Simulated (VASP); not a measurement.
Here is a VASP 6.6.1 calculation.

File INCAR:

```
PREC     = Accurate       # precision mode
ENCUT    = 520            # plane-wave cutoff, eV
EDIFF    = 1E-6           # SCF threshold, eV
ISMEAR   = -1             # smearing method
SIGMA    = 0.03           # smearing width, eV
LREAL    = F              # projectors in reciprocal space
LASPH    = T              # aspherical terms in the spheres
NELM     = 100            # most SCF steps
ALGO     = Normal         # electronic algorithm
ISIF     = 2              # what is computed and relaxed
LWAVE    = F              # write WAVECAR
LCHARG   = F              # write CHGCAR
GGA      = PE             # functional
NBANDS   = 11             # bands
```

File KPOINTS:

```
regular mesh
0
Gamma
  5 5 5
```

Contents of POSCAR:

```
MgS
1.0
    0.0000000000      2.6016500000      2.6016500000
    2.6016500000      0.0000000000      2.6016500000
    2.6016500000      2.6016500000      0.0000000000
S Mg
1 1
Direct
    0.5000000000      0.5000000000      0.5000000000
    0.0000000000      0.0000000000      0.0000000000
```

Potentials or basis: VASP PAW PBE potentials, release 64 (S, Mg).

Command:

```console
$ cat potpaw_PBE.64/S/POTCAR potpaw_PBE.64/Mg/POTCAR > POTCAR
$ mpirun -np 1 vasp_std > vasp.out
```

Problem. Predict the pressure.

Solution. 1.0 GPa.

Problem. Predict the band gap on the k mesh.

Solution. 3.18 eV, indirect (least direct gap 3.71 eV).

A k mesh can miss the band edges.
